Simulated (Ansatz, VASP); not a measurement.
**Be3V in VASP and in Ansatz**

```
Be V
1.0
     0.00000    2.66448    2.66448
     2.66448    0.00000    2.66448
     2.66448    2.66448    0.00000
Be V
3 1
Direct
  0.50000 0.50000 0.50000
  0.25000 0.25000 0.25000
  0.75000 0.75000 0.75000
  0.00000 0.00000 0.00000
```

Change from the starting cell: species swapped into the ScCu3 type (Fm-3m, No. 225).

Alike in both runs: functional PBE; k mesh 6 × 6 × 6; occupations gaussian, width 0.1 eV; collinear spin.

Ansatz relaxed the structure, and its values are those at the end. VASP's run is a single point on that final structure, the one shown.

|  | VASP | Ansatz |
| --- | --- | --- |
| version | VASP 6.6.1 | Ansatz 0.2.0 |
| potentials or method | VASP PAW PBE potentials, release 64 (Be, V_sv), cutoff 520 eV | scalar-relativistic, plane waves, PAW |
| valence electrons in the cell | 19 | 19 |

|  | VASP | Ansatz | Ansatz less VASP |
| --- | --- | --- | --- |
| gap on the k mesh at the Fermi level (eV) | none | none | - |
| pressure (GPa) | 0.1 | 0.0 | -0.12 |
| net moment per atom (μB) | 0.14 | 0.14 | 0.000 |
| size of the moment on the site where the two differ most (μB) | 0.57 | 0.50 | -0.073 |

Site moments also hang on the region over which each program counts them. A gap of «none» marks a metal or a gap that the smearing closes.
